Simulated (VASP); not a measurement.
MnS: vibrations by perturbation theory with LDA

MnS:

```
Mn S
1.0
     0.00000    2.45061    2.45061
     2.45061    0.00000    2.45061
     2.45061    2.45061    0.00000
Mn S
1 1
Direct
  0.00000 0.00000 0.00000
  0.75000 0.75000 0.75000
```

This cell differs from its parent crystal: phonons at volume x 1.02.

```json
{"Program": "VASP 6.6.1", "Task": "vibrations by perturbation theory", "Functional": "LDA", "Potentials or basis": "VASP PAW LDA potentials, release 64 (Mn_pv, S)", "Cutoff": "520 eV", "k mesh": "14 × 14 × 14", "Occupations": "gaussian, width 0.2 eV", "Spin": "no spin polarisation", "Dipole correction": "no", "Further INCAR settings": "ALGO = Normal; EDIFF = 1e-08; NBANDS = 16; IBRION = 8; NSW = 1"}
```

```yaml
Highest_phonon_frequency_at_Γ_LO-TO_splitting_left_out: 451 cm⁻¹
```

Phonon frequencies in cm⁻¹ (negative: imaginary):
```tsv
q point	frequencies
(0.000, 0.000, 0.000)	0 0 0 451 451 451
```

Run time: 6.7 min on 1 thread of Intel(R) Xeon(R) Platinum 8488C (Sapphire Rapids) (shared host), peak memory 0.5 GiB.

Caveat: the cell differs from its parent crystal (phonons at volume x 1.02); the cell wasn't relaxed at this level first, which shifts response properties; the run has no spin polarisation, though such a crystal can be magnetic. Spin polarisation is off, so any magnetic state and its effect on volume and gap are missing.
